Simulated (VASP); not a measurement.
# CdS (F-43m) in VASP: notebook

Aim: see how the results for CdS move with the level of theory and the settings. Levels: PBEsol, LDA, PBE, r2SCAN. Tasks: relaxation of cell and atoms.

All numbers are computed with VASP 6.6.1; they aren't measurements. Logs are shortened: lines on timing, memory, paths and dates and some standing lists are left out, and cuts for length are marked.

**1. The cell of the first run**

Symmetry: F-43m, No. 216, cubic system. Conventional cell: a = 5.926 Å, b = 5.926 Å, c = 5.926 Å, α = 90.00°, β = 90.00°, γ = 90.00°. Cd (site symmetry -43m) has 4 S at 2.57 Å within 3.4 Å. Within 3.4 Å of S (site symmetry -43m) lie 4 Cd at 2.57 Å.

**2. Relaxation of cell and atoms, PBEsol**

Input file INCAR:

```
SYSTEM = CdS
PREC = Accurate ; ENCUT = 600
EDIFF = 1E-6 ; ISMEAR = -1
SIGMA = 0.02 ; LREAL = .False.
LASPH = .True. ; NELM = 80
ALGO = Normal ; ISIF = 3
LWAVE = .False. ; LCHARG = .False.
GGA = PS ; IBRION = 2
NSW = 80 ; EDIFFG = -0.005
```

Input file KPOINTS:

```
regular mesh
0
Gamma
  6 6 6
  0 0 0
```

Input file POSCAR:

```
CdS
1.0
    0.0000000000      2.9628947234      2.9628947234
    2.9628947234      0.0000000000      2.9628947234
    2.9628947234      2.9628947234      0.0000000000
Cd S
1 1
Direct
    0.0000000000      0.0000000000      0.0000000000
    0.2500000000      0.2500000000      0.2500000000
```

Potentials or basis: VASP PAW PBE potentials, release 64 (Cd, S).

On the command line:

```sh
> cat potpaw_PBE.64/Cd/POTCAR potpaw_PBE.64/S/POTCAR > POTCAR
> mpirun -np 1 vasp_std > vasp.out
```

OUTCAR:

```text
SYSTEM = CdS
   PREC = Accurate
   ENCUT = 600
   EDIFF = 1E-6
   ISMEAR = -1
   LREAL = .False.
   LASPH = .True.
   NELM = 80
   ISIF = 3
   GGA = PS
   IBRION = 2
   NSW = 80
   EDIFFG = -0.005

 ion  position               nearest neighbor table
   1  0.000  0.000  0.000-   2 2.57   2 2.57   2 2.57   2 2.57
   2  0.250  0.250  0.250-   1 2.57   1 2.57   1 2.57   1 2.57

  LATTYP: Found a face centered cubic cell.
 ALAT       =     5.9257894468

  Lattice vectors:

 A1 = (   0.0000000000,   2.9628947234,   2.9628947234)
 A2 = (   2.9628947234,   0.0000000000,   2.9628947234)
 A3 = (   2.9628947234,   2.9628947234,   0.0000000000)

Analysis of symmetry for initial positions (statically):
=====================================================================
 Subroutine PRICEL returns:
 Original cell was already a primitive cell.

 Routine SETGRP: Setting up the symmetry group for a
 face centered cubic supercell.

 Subroutine GETGRP returns: Found 24 space group operations
 (whereof 24 operations were pure point group operations)
 out of a pool of 48 trial point group operations.

The static configuration has the point symmetry T_d .

Analysis of symmetry for dynamics (positions and initial velocities):
=====================================================================
 Subroutine PRICEL returns:
 Original cell was already a primitive cell.

 Routine SETGRP: Setting up the symmetry group for a
 face centered cubic supercell.

 Subroutine GETGRP returns: Found 24 space group operations
 (whereof 24 operations were pure point group operations)
 out of a pool of 48 trial point group operations.

The dynamic configuration has the point symmetry T_d .

 Subroutine INISYM returns: Found 24 space group operations
 (whereof 24 operations are pure point group operations),
 and found     1 'primitive' translations

----------------------------------------------------------------------------------------

                                     Primitive cell

  volume of cell :      52.0210

  direct lattice vectors                    reciprocal lattice vectors
     0.000000000  2.962894723  2.962894723    -0.168753887  0.168753887  0.168753887
     2.962894723  0.000000000  2.962894723     0.168753887 -0.168753887  0.168753887
     2.962894723  2.962894723  0.000000000     0.168753887  0.168753887 -0.168753887

  length of vectors
     4.190165902  4.190165902  4.190165902     0.292290305  0.292290305  0.292290305

  position of ions in fractional coordinates (direct lattice)
     0.000000000  0.000000000  0.000000000
     0.250000000  0.250000000  0.250000000

  ion indices of the primitive-cell ions
   primitive index   ion index
                 1           1
                 2           2

----------------------------------------------------------------------------------------

 KPOINTS: regular mesh

Automatic generation of k-mesh.
 Grid dimensions read from file:
 generate k-points for:    6    6    6

 Generating k-lattice:

  Cartesian coordinates                     Fractional coordinates (reciprocal lattice)
    -0.028125648  0.028125648  0.028125648     0.166666667  0.000000000  0.000000000
     0.028125648 -0.028125648  0.028125648     0.000000000  0.166666667  0.000000000
     0.028125648  0.028125648 -0.028125648     0.000000000  0.000000000  0.166666667

  Length of vectors
     0.048715051  0.048715051  0.048715051

  Shift w.r.t. Gamma in fractional coordinates (k-lattice)
     0.000000000  0.000000000  0.000000000

 Subroutine IBZKPT returns following result:
 ===========================================

 Found     16 irreducible k-points:

 Following reciprocal coordinates:
            Coordinates               Weight
  0.000000  0.000000  0.000000      1.000000
  0.166667  0.000000  0.000000      8.000000
  0.333333  0.000000  0.000000      8.000000
  0.500000  0.000000  0.000000      4.000000
  0.166667  0.166667  0.000000      6.000000
  0.333333  0.166667  0.000000     24.000000
[... 8 lines left out ...]
 -0.333333  0.333333  0.166667     24.000000
 -0.333333  0.500000  0.166667     12.000000
   k-points           NKPTS =     16   k-points in BZ     NKDIM =     16   number of bands    NBANDS=     13
   number of dos      NEDOS =    301   number of ions     NIONS =      2
   total plane-waves  NPLWV =  46656
   dimension x,y,z NGX =    36 NGY =   36 NGZ =   36
   dimension x,y,z NGXF=    72 NGYF=   72 NGZF=   72
   ions per type =               1   1
   NGX,Y,Z   is equivalent  to a cutoff of  14.28, 14.28, 14.28 a.u.
   NGXF,Y,Z  is equivalent  to a cutoff of  28.57, 28.57, 28.57 a.u.
 SYSTEM =  CdS
   PREC   = accura    normal or accurate (medium, high low for compatibility)
   ISTART =      0    job   : 0-new  1-cont  2-samecut
   ICHARG =      2    charge: 1-file 2-atom 10-const
   ISPIN  =      1    spin polarized calculation?
   LNONCOLLINEAR =      F non collinear calculations
   LSORBIT =      F    spin-orbit coupling
   LASPH  =      T    aspherical Exc in radial PAW
   ENCUT  =  600.0 eV  44.10 Ry    6.64 a.u.   8.37  8.37  8.37*2*pi/ulx,y,z
   NELM   =     80;   NELMIN=  2; NELMDL= -5     # of ELM steps
   EDIFF  = 0.1E-05   stopping-criterion for ELM
   LREAL  =      F    real-space projection
   EDIFFG = -.5E-02   stopping-criterion for IOM
   NSW    =     80    number of steps for IOM
   IBRION =      2    ionic relax: 0-MD 1-quasi-New 2-CG
   NFREE  =      1    steps in history (QN), initial steepest desc. (CG)
   ISIF   =      3    stress and relaxation
   ISYM   =      2    0-nonsym 1-usesym 2-fastsym
   POTIM  = 0.5000    time-step for ionic-motion
   TEBEG  =    0.0;   TEEND  =   0.0 temperature during run
   PSTRESS=    0.0 pullay stress
   NELECT =      18.0000    total number of electrons
   NUPDOWN=      -1.0000    fix difference up-down
   EMIN   =  10.00;   EMAX   =-10.00  energy-range for DOS
   EFERMI =   0.00;   METHOD = LEGACY
   ISMEAR =    -1;   SIGMA  =   0.02  broadening in eV -4-tet -1-fermi 0-gaus
   EFERMI_NEDOS =   21; number of points for ismear=-14 and -15
   IALGO  =     38    algorithm
   IMIX   =      4    mixing-type and parameters
     AMIX     =   0.40;   BMIX     =  1.00
     AMIX_MAG =   1.60;   BMIX_MAG =  1.00
  volume/ion in A,a.u.               =      26.01       175.53
  Fermi-wavevector in a.u.,A,eV,Ry     =   1.149316  2.171892 17.972306  1.320927
  Thomas-Fermi vector in A             =   2.285986
   LORBIT       =      0    0 simple, 1 ext, 2 COOP (PROOUT), +10 PAW based schemes
   GGA     = PS    functional components
   LHFCALC =     F    Hartree Fock is set to
   AEXX    =    0.0000 exact exchange contribution
   IVDW    =     0    specifies the selected vdW correction
   LEPSILON=     F    determine dielectric tensor
   LRPA    =     F    only Hartree local field effects (RPA)
 conjugate gradient relaxation of ions
 non-spin polarized calculation
  energy-cutoff  :      600.00
  volume of cell :       52.02
 maximum number of plane-waves:      1807
 NGX is ok and might be reduce to    36
   NGX = 17   NGY = 17   NGZ = 17

--------------------------------------- Ionic step        1  -------------------------------------------

 number of electron      17.9999999 magnetization

 Free energy of the ion-electron system (eV)
  ---------------------------------------------------
  ext. energy  EPLUGINS =         0.00000000
  ---------------------------------------------------
  free energy    TOTEN  =        -6.79278641 eV

  energy without entropy =       -6.79278641  energy(sigma->0) =       -6.79278641

------------------------ aborting loop because EDIFF is reached ----------------------------------------

  FORCE on cell =-STRESS in cart. coord.  units (eV):
  Direction    XX          YY          ZZ          XY          YZ          ZX
  --------------------------------------------------------------------------------------
  -------------------------------------------------------------------------------------
  Total       -0.8199319     -0.8199319     -0.8199319      0.0000000     -0.0000000      0.0000000
  in kB      -25.2528110    -25.2528110    -25.2528110      0.0000000     -0.0000000      0.0000000
  external PRESSURE =     -25.2528110 kB  Pullay stress =       0.0000000 kB

 VOLUME and BASIS-vectors are now :
 -----------------------------------------------------------------------------
  energy-cutoff  :      600.00
  volume of cell :       52.02
      direct lattice vectors                 reciprocal lattice vectors
     0.000000000  2.962894723  2.962894723    -0.168753887  0.168753887  0.168753887
     2.962894723  0.000000000  2.962894723     0.168753887 -0.168753887  0.168753887
     2.962894723  2.962894723  0.000000000     0.168753887  0.168753887 -0.168753887

 POSITION                                       TOTAL-FORCE (eV/Angst)
 -----------------------------------------------------------------------------------
      0.00000      0.00000      0.00000        -0.000000     -0.000000     -0.000000
      1.48145      1.48145      1.48145         0.000000      0.000000      0.000000
 -----------------------------------------------------------------------------------
    total drift:                               -0.000000     -0.000000     -0.000000

  FREE ENERGIE OF THE ION-ELECTRON SYSTEM (eV)
  ---------------------------------------------------
  free  energy   TOTEN  =        -6.7927864084 eV
[... 17 lines left out ...]
 VOLUME and BASIS-vectors are now :
 -----------------------------------------------------------------------------
  energy-cutoff  :      600.00
  volume of cell :       49.00
      direct lattice vectors                 reciprocal lattice vectors
     0.000000000  2.904295047  2.904295047    -0.172158817  0.172158817  0.172158817
     2.904295047 -0.000000000  2.904295047     0.172158817 -0.172158817  0.172158817
     2.904295047  2.904295047  0.000000000     0.172158817  0.172158817 -0.172158817

 POSITION                                       TOTAL-FORCE (eV/Angst)
 -----------------------------------------------------------------------------------
      5.80859      5.80859      5.80859        -0.000000     -0.000000     -0.000000
      1.45215      1.45215      1.45215         0.000000      0.000000      0.000000
 -----------------------------------------------------------------------------------
    total drift:                               -0.000000     -0.000000     -0.000000

  FREE ENERGIE OF THE ION-ELECTRON SYSTEM (eV)
  ---------------------------------------------------
  free  energy   TOTEN  =        -6.8100603324 eV

  energy  without entropy=       -6.8100603324  energy(sigma->0) =       -6.81006033

--------------------------------------- Ionic step        3  -------------------------------------------

 number of electron      17.9999999 magnetization

 Free energy of the ion-electron system (eV)
  ---------------------------------------------------
  ext. energy  EPLUGINS =         0.00000000
  ---------------------------------------------------
  free energy    TOTEN  =        -6.81199001 eV

  energy without entropy =       -6.81199001  energy(sigma->0) =       -6.81199001

 E-fermi :   1.6152     XC(G=0):  -9.3715

 val. band max:        1.2038181555   @ k =   0.0000   0.0000   0.0000
 cond. band min:       2.2082746990   @ k =   0.0000   0.0000   0.0000
 fundamental gap:      1.0044565435
 Fermi energy:         1.6152408846

 k-point     1 :       0.0000    0.0000    0.0000
  band No.  band energies     occupation
      1     -11.1728      2.00000
      2      -6.5231      2.00000
      3      -6.5231      2.00000
      4      -6.5231      2.00000
      5      -6.0369      2.00000
      6      -6.0369      2.00000
      7       1.2038      2.00000
      8       1.2038      2.00000
      9       1.2038      2.00000
     10       2.2083      0.00000
     11       7.6470      0.00000
     12       7.6470      0.00000
     13       7.6470      0.00000

 k-point     2 :       0.1667    0.0000    0.0000
  band No.  band energies     occupation
      1     -11.0639      2.00000
      2      -6.4850      2.00000
      3      -6.4850      2.00000
      4      -6.4256      2.00000
      5      -6.0377      2.00000
      6      -6.0377      2.00000
      7      -0.3489      2.00000
      8       0.9950      2.00000
      9       0.9950      2.00000
     10       3.4033      0.00000
     11       7.2932      0.00000
     12       7.9680      0.00000
     13       7.9680      0.00000
[... 235 lines left out ...]
 VOLUME and BASIS-vectors are now :
 -----------------------------------------------------------------------------
  energy-cutoff  :      600.00
  volume of cell :       49.68
      direct lattice vectors                 reciprocal lattice vectors
     0.000000000  2.917674465  2.917674465    -0.171369358  0.171369358  0.171369358
     2.917674465 -0.000000000  2.917674465     0.171369358 -0.171369358  0.171369358
     2.917674465  2.917674465  0.000000000     0.171369358  0.171369358 -0.171369358

 POSITION                                       TOTAL-FORCE (eV/Angst)
 -----------------------------------------------------------------------------------
      0.00000      0.00000      0.00000        -0.000000      0.000000     -0.000000
      1.45884      1.45884      1.45884         0.000000     -0.000000      0.000000
 -----------------------------------------------------------------------------------
    total drift:                               -0.000000     -0.000000     -0.000000

  FREE ENERGIE OF THE ION-ELECTRON SYSTEM (eV)
  ---------------------------------------------------
  free  energy   TOTEN  =        -6.8119900134 eV

  energy  without entropy=       -6.8119900134  energy(sigma->0) =       -6.81199001

 reached required accuracy - stopping structural energy minimisation
```

Wall time 48 s (1 thread of AMD EPYC 7R13, shared host); peak memory 0.19 GiB.

Results:

```
Free energy                            : -6.8120 eV
Relaxed volume                         : 24.84 Å³/atom
Relaxed cell                           : a = 4.126 Å, b = 4.126 Å, c = 4.126 Å, α = 60.00°, β = 60.00°, γ = 60.00°
Space group after relaxing (to 0.05 Å) : F-43m (No. 216)
Energy gained by relaxing              : 9.6 meV/atom
Ionic steps                            : 3
Pressure after relaxing                : 0.0 GPa
Band gap on the k mesh                 : 1.00 eV, direct
```

The path:
```tsv
step	energy change (eV)	largest force (eV/Å)	pressure (GPa)	volume (Å³)
1	0.0000	0.0000	-2.53	52.02
2	-0.0173	0.0000	0.83	49.00
3	-0.0192	0.0000	-0.01	49.68
```

Final structure:
```
Cd S
1.0
     0.00000    2.91767    2.91767
     2.91767    0.00000    2.91767
     2.91767    2.91767    0.00000
Cd S
1 1
Cartesian
  0.0000 0.0000 0.0000
  1.4588 1.4588 1.4588
```

Caveat: the PAW data sets were made with another functional, which shifts forces and pressure a little.

**3. Relaxation of cell and atoms, LDA**

Input file INCAR:

```
SYSTEM = CdS
ALGO = Normal
EDIFF = 1E-7
EDIFFG = -0.005
ENCUT = 600
GGA = CA
IBRION = 2
ISIF = 3
ISMEAR = -1
LASPH = .True.
LCHARG = .False.
LREAL = .False.
LWAVE = .False.
NELM = 80
NSW = 80
PREC = Accurate
SIGMA = 0.02
```

Input file KPOINTS:

```
k-points
0
Gamma
  6 6 6
  0 0 0
```

POSCAR is that of step 2.

Potentials or basis: VASP PAW LDA potentials, release 64 (Cd, S).

On the command line:

```sh
> cat potpaw_LDA.64/Cd/POTCAR potpaw_LDA.64/S/POTCAR > POTCAR
> mpirun -np 1 vasp_std > vasp.out
```

Run time: 49 s. Hardware: 1 thread of AMD EPYC 7R13, shared host; peak memory 0.16 GiB.

Results (log left out):

```yaml
Free_energy: -7.4057 eV
Relaxed_volume: 24.03 Å³/atom
Relaxed_cell: a = 4.081 Å, b = 4.081 Å, c = 4.081 Å, α = 60.00°, β = 60.00°, γ = 60.00°
Space_group_after_relaxing_to_0.05_Å: F-43m (No. 216)
Energy_gained_by_relaxing: 29.9 meV/atom
Ionic_steps: 3
Pressure_after_relaxing: 0.0 GPa
Band_gap_on_the_k_mesh: 0.96 eV, direct
```

The path:
| step | energy change (eV) | largest force (eV/Å) | pressure (GPa) | volume (Å³) |
| --- | --- | --- | --- | --- |
| 1 | 0.0000 | 0.0000 | -4.48 | 52.02 |
| 2 | -0.0515 | 0.0000 | 2.03 | 46.73 |
| 3 | -0.0598 | 0.0000 | 0.00 | 48.06 |

Final structure:
```
Cd S
1.0
     0.00000    2.88560    2.88560
     2.88560    0.00000    2.88560
     2.88560    2.88560    0.00000
Cd S
1 1
Cartesian
  0.0000 0.0000 0.0000
  1.4428 1.4428 1.4428
```

Levels at points of the mesh, in eV from the valence-band top:
| k point | band 7 | band 8 | band 9 | band 10 | band 11 | band 12 |
| --- | --- | --- | --- | --- | --- | --- |
| (0.00, 0.00, 0.00) | 0.00 | 0.00 | 0.00 | 0.96 | 6.35 | 6.35 |
| (0.50, 0.00, 0.00) | -4.72 | -0.82 | -0.82 | 2.83 | 6.84 | 6.84 |
| (0.50, 0.50, 0.00) | -4.20 | -2.04 | -2.04 | 3.25 | 4.20 | 9.10 |

**4. Relaxation of cell and atoms, PBE**

This run uses another cell than the first one, of 25.49 Å³/atom, 0.980 times its volume.

Input file INCAR:

```
ALGO = Normal
EDIFF = 1E-6
EDIFFG = -0.005
ENCUT = 600
GGA = PE
IBRION = 2
ISIF = 3
ISMEAR = -1
LASPH = True
LCHARG = False
LREAL = False
LWAVE = False
NELM = 80
NSW = 80
PREC = Accurate
SIGMA = 0.02
```

Input file KPOINTS:

```
k-points
0
Gamma
  8 8 8
```

Input file POSCAR:

```
CdS
1.0
    0.0000000000      2.9429534649      2.9429534649
    2.9429534649      0.0000000000      2.9429534649
    2.9429534649      2.9429534649      0.0000000000
Cd S
1 1
Direct
    0.0000000000      0.0000000000      0.0000000000
    0.2500000000      0.2500000000      0.2500000000
```

Potentials or basis: VASP PAW PBE potentials, release 64 (Cd, S).

On the command line:

```sh
> cat potpaw_PBE.64/Cd/POTCAR potpaw_PBE.64/S/POTCAR > POTCAR
> mpirun -np 1 vasp_std > vasp.out
```

Wall time 98 s (1 thread of AMD EPYC 7R13, shared host); peak memory 0.2 GiB.

Results (log left out):

```
Free energy                            : -6.1469 eV
Relaxed volume                         : 26.15 Å³/atom
Relaxed cell                           : a = 4.197 Å, b = 4.197 Å, c = 4.197 Å, α = 60.00°, β = 60.00°, γ = 60.00°
Space group after relaxing (to 0.05 Å) : F-43m (No. 216)
Energy gained by relaxing              : 2.9 meV/atom
Ionic steps                            : 3
Pressure after relaxing                : 0.0 GPa
Band gap on the k mesh                 : 1.03 eV, direct
```

Step by step:
```csv
step,energy change (eV),largest force (eV/Å),pressure (GPa),volume (Å³)
1,0.0000,0.0000,1.45,50.98
2,-0.0053,0.0000,-0.40,52.70
3,-0.0058,0.0000,0.02,52.29
```

Final structure:
```
Cd S
1.0
     0.00000    2.96806    2.96806
     2.96806    0.00000    2.96806
     2.96806    2.96806    0.00000
Cd S
1 1
Cartesian
  0.0000 0.0000 0.0000
  1.4840 1.4840 1.4840
```

Levels at points of the mesh, in eV from the valence-band top:
| k point | band 5 | band 6 | band 7 | band 8 | band 9 | band 10 | band 11 | band 12 | band 13 |
| --- | --- | --- | --- | --- | --- | --- | --- | --- | --- |
| (0.00, 0.00, 0.00) | -7.14 | -7.14 | 0.00 | 0.00 | 0.00 | 1.03 | 6.55 | 6.55 | 6.55 |
| (0.50, 0.00, 0.00) | -7.11 | -6.81 | -4.09 | -0.68 | -0.68 | 2.93 | 7.00 | 7.00 | 7.32 |
| (0.50, 0.50, 0.00) | -7.07 | -6.75 | -3.73 | -1.70 | -1.70 | 3.64 | 4.27 | 9.02 | 10.47 |

[end of part 1 of 2]
